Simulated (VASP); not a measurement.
Set up this calculation in VASP 6.6.1, as the native input.

```
Task                   : single point
Functional             : PBE
Potentials or basis    : VASP PAW PBE potentials, release 64 (Sr_sv, Tm_3, Si), 4f in core
Cutoff                 : 500 eV
k mesh                 : 3 × 3 × 4
Occupations            : gaussian, width 0.2 eV
Spin                   : no spin polarisation
Dipole correction      : no
Mended                 : yes
Further INCAR settings : ALGO = Normal; EDIFF = 1e-06; NBANDS = 36
```

The structure of Sr4TmSi lies in POSCAR:

```
Sr4TmSi
1.0
    7.4759695097      0.0000000035      0.0000000000
   -3.7379847579      6.4743795116      0.0000000000
    0.0000000000      0.0000000000      5.0883981236
Sr Tm Si
4 1 1
Direct
    0.3333333333      0.6666666667      0.0000000000
    0.7002741400      0.8501370700      0.5000000000
    0.1498629300      0.8501370700      0.5000000000
    0.1498629300      0.2997258600      0.5000000000
    0.6666666667      0.3333333333      0.0000000000
    0.0000000000      0.0000000000      0.0000000000
```

The cell was built from a structure type or drawn by symmetry, and may not be a known phase.

The input as run:

INCAR

```
PREC = Accurate ; ENCUT = 500
EDIFF = 1E-6 ; ISMEAR = 0
SIGMA = 0.2 ; LREAL = False
LASPH = True ; NELM = 200
ALGO = Normal ; ISIF = 2
LWAVE = False ; LCHARG = False
GGA = PE ; NBANDS = 36
GGA_COMPAT = False ; LMAXMIX = 6
```

KPOINTS

```
Automatic mesh
0
Gamma
  3 3 4
```

Potentials or basis: VASP PAW PBE potentials, release 64 (Sr_sv, Tm_3, Si), 4f in core.

Launch:

```bash
$ cat potpaw_PBE.64/Sr_sv/POTCAR potpaw_PBE.64/Tm_3/POTCAR potpaw_PBE.64/Si/POTCAR > POTCAR
$ mpirun -np 1 vasp_std > vasp.out
```

It gave:

| Item | Value |
| --- | --- |
| Pressure | 0.4 GPa |
| Largest force | 0.015 eV/Å |
| Band gap on the k mesh | zero (an odd number of electrons rules out a gap without spin polarisation) |

Caveat: spin-orbit coupling is left out, which moves the levels of the heavy elements; the 4f electrons are frozen in the core, so they carry no moment and show no levels.

It took 60 s on 1 thread of AMD EPYC 9R45 96-Core Processor (Zen 5), on a shared host, peak memory 0.35 GiB.
